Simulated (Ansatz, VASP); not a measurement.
**CuI: VASP beside Ansatz**

File INCAR:

```
ALGO = Normal
EDIFF = 1E-8
ENCUT = 520
GGA = PE
ISIF = 2
ISMEAR = -1
LASPH = True
LCHARG = False
LEFG = True
LREAL = False
LWAVE = False
NBANDS = 26
NELM = 100
PREC = Accurate
SIGMA = 0.02
```

The input KPOINTS:

```
k-points
0
Gamma
  5 5 6
```

The input POSCAR:

```
CuI
1.0
    3.7081120190     -3.6861789996      0.0000000000
    3.7081120190      3.6861789996      0.0000000000
    0.0000000000      0.0000000000      4.2780907744
Cu I
2 2
Direct
    0.4204388300      0.5795611700      0.7500000000
    0.5795611700      0.4204388300      0.2500000000
    0.7700426800      0.2299573200      0.7500000000
    0.2299573200      0.7700426800      0.2500000000
```

Input for Ansatz:

```yaml
crystal:
  lattice:
    - [3.708112019, -3.6861789996, 0.0]
    - [3.708112019, 3.6861789996, 0.0]
    - [0.0, 0.0, 4.2780907744]
  atoms:
    - { symbol: Cu, position: [0.42043883, 0.57956117, 0.75] }
    - { symbol: Cu, position: [0.57956117, 0.42043883, 0.25] }
    - { symbol: I, position: [0.77004268, 0.22995732, 0.75] }
    - { symbol: I, position: [0.22995732, 0.77004268, 0.25] }
kpoints:
  mp_grid: { grid: [5, 5, 6] }
scf:
  occupations: { method: fermi_dirac, width: 0.02 }
hamiltonian:
  xc: pbe
  pseudopotentials: { kind: paw }
output:
  forces: true
  stress: true
  eigenvalues: true
  efg: { contact_densities: true }
```

Change from the starting cell: volume scaled by 0.98, PAW files.

Alike in both runs: task electric field gradients; functional PBE; k mesh 5 × 5 × 6; occupations fermi-dirac, width 0.02 eV; no spin polarisation.

```csv
,VASP,Ansatz
version,VASP 6.6.1,Ansatz 0.2.0
potentials or method,"VASP PAW PBE potentials, release 64 (Cu, I)","PAW with Ansatz's default frozen-core files, scalar-relativistic"
plane-wave cutoff (eV),520,420
valence electrons in the cell,36,72
```

|  | VASP | Ansatz | Ansatz less VASP |
| --- | --- | --- | --- |
| gap on the k mesh at the Fermi level (eV) | 1.06 | 1.04 | -0.013 |
| pressure (GPa) | 2.3 | 2.2 | -0.06 |
| traceless stress, the component that is largest in VASP (GPa) | -1.24 | -1.17 | +0.067 |
| rms of the force components (eV/Å) | 0.147 | 0.142 | -0.0049 |
| size of Vzz on the site where it differs most (V/Å²) | 396.5 | 410.8 | +14.27 |

Atom by atom the forces differ by 0.006 eV/Å (rms over components). VASP's potentials hold 36 valence electrons a cell and Ansatz's 72, so a difference there can come from the potentials and not from the codes.

Spin-orbit coupling is off throughout.
